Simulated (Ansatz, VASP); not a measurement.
Ba in VASP and in Ansatz

The input INCAR:

```
SYSTEM = Ba
PREC = Accurate
ENCUT = 520
EDIFF = 1E-6
ISMEAR = -1
SIGMA = 0.1
LREAL = .FALSE.
LASPH = .TRUE.
NELM = 60
ALGO = Normal
ISIF = 2
LWAVE = .FALSE.
LCHARG = .TRUE.
GGA = RP
LELF = .TRUE.
LVHAR = .TRUE.
NBANDS = 11
```

Contents of KPOINTS:

```
regular mesh
0
G
  9 9 9
  0 0 0
```

The input POSCAR:

```
Ba
1.0
    4.1774299503      0.0000000000      0.0000000000
    0.0000000000      4.1774299503      0.0000000000
    0.0000000000      0.0000000000      4.1774299503
Ba
1
Direct
    0.0000000000      0.0000000000      0.0000000000
```

Input for Ansatz:

```yaml
crystal:
  lattice:
    - [4.1774299503, 0.0, 0.0]
    - [0.0, 4.1774299503, 0.0]
    - [0.0, 0.0, 4.1774299503]
  atoms:
    - { symbol: Ba, position: [0.0, 0.0, 0.0] }
hamiltonian:
  xc: rpbe
  pseudopotentials:
    kind: paw
    azcp:
      Ba: "pseudopotentials/Ba.paw.azcp"
basis:
  ecutwfc: 420
  fft_grid_basis: typed
kpoints:
  mp_grid: { grid: [9, 9, 9], shift: [0, 0, 0] }
magnetization:
  spin_polarized: false
scf:
  occupations: { method: fermi_dirac, width: 0.1 }
  lower_state_search: "off"
output:
  stress: true
```

Alike in both runs: task single point; functional RPBE; k mesh 9 × 9 × 9; occupations fermi-dirac, width 0.1 eV; no spin polarisation.

```csv
,VASP,Ansatz
version,VASP 6.6.1,Ansatz 0.2.0
potentials or method,"VASP PAW PBE potentials, release 64 (Ba_sv), cutoff 520 eV","plane waves (420 eV) with PAW, scalar-relativistic"
valence electrons in the cell,10,10
```

```csv
,VASP,Ansatz,Ansatz less VASP
pressure (GPa),-0.3,-0.4,-0.05
```

VASP's potentials were made for PBE, not for RPBE.

Neither program's run includes spin-orbit coupling.
